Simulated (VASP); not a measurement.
Wanted: the native input for a VASP 6.6.1 run.

```
Task                   : single point
Functional             : r2SCAN
Potentials or basis    : VASP PAW PBE potentials, release 64 (K_sv, Br)
Cutoff                 : 520 eV
k mesh                 : 6 × 6 × 4
Occupations            : gaussian, width 0.01 eV
Spin                   : no spin polarisation
Dipole correction      : no
Further INCAR settings : ALGO = Normal; EDIFF = 1e-06; NBANDS = 24
```

Crystal: KBr.

```
K Br
1.0
     5.67421    0.00000    0.00000
    -2.83711    4.91401    0.00000
     0.00000    0.00000    6.61872
K Br
2 2
Direct
  0.33333 0.66667 0.93750
  0.66667 0.33333 0.43750
  0.33333 0.66667 0.43750
  0.66667 0.33333 0.93750
```

The input as run:

POSCAR

```
KBr
1.0
    5.6742146069      0.0000000000      0.0000000000
   -2.8371073035      4.9140139961      0.0000000000
    0.0000000000      0.0000000000      6.6187237274
K Br
2 2
Direct
    0.3333333333      0.6666666667     -0.0625000000
    0.6666666667      0.3333333333      0.4375000000
    0.3333333333      0.6666666667      0.4375000000
    0.6666666667      0.3333333333      0.9375000000
```

INCAR.step1

```
SYSTEM = KBr
ALGO = Normal
EDIFF = 1E-4
ENCUT = 520
GGA = PE
ISMEAR = 0
LASPH = .True.
LCHARG = .False.
LREAL = .False.
LWAVE = .True.
NBANDS = 24
NELM = 100
PREC = Accurate
SIGMA = 0.01
```

INCAR.step2

```
SYSTEM = KBr
ALGO = Normal
EDIFF = 1E-6
ENCUT = 520
ISIF = 2
ISMEAR = 0
ISTART = 1
LASPH = .True.
LCHARG = .True.
LELF = .True.
LMIXTAU = .True.
LREAL = .False.
LVHAR = .True.
LWAVE = .False.
METAGGA = R2SCAN
NBANDS = 24
NELM = 100
PREC = Accurate
SIGMA = 0.01
```

KPOINTS

```
k-points
0
Gamma
  6 6 4
  0 0 0
```

Potentials or basis: VASP PAW PBE potentials, release 64 (K_sv, Br).

Launch:

```bash
$ cat potpaw_PBE.64/K_sv/POTCAR potpaw_PBE.64/Br/POTCAR > POTCAR
$ cp INCAR.step1 INCAR
$ mpirun -np 1 vasp_std > vasp.out
$ cp INCAR.step2 INCAR
$ mpirun -np 1 vasp_std > vasp.out
```

It gave:

```
Pressure               : -0.3 GPa
Band gap on the k mesh : 4.73 eV
```

Caveat: the structure was generated, so it needn't be the stable form of KBr; the PAW data sets were made with another functional, which shifts forces and pressure a little.

It took 8.7 min on 1 thread of Intel(R) Xeon(R) Platinum 8259CL CPU @ 2.50GHz (Skylake/Cascade Lake) (shared host), peak memory 0.35 GiB.
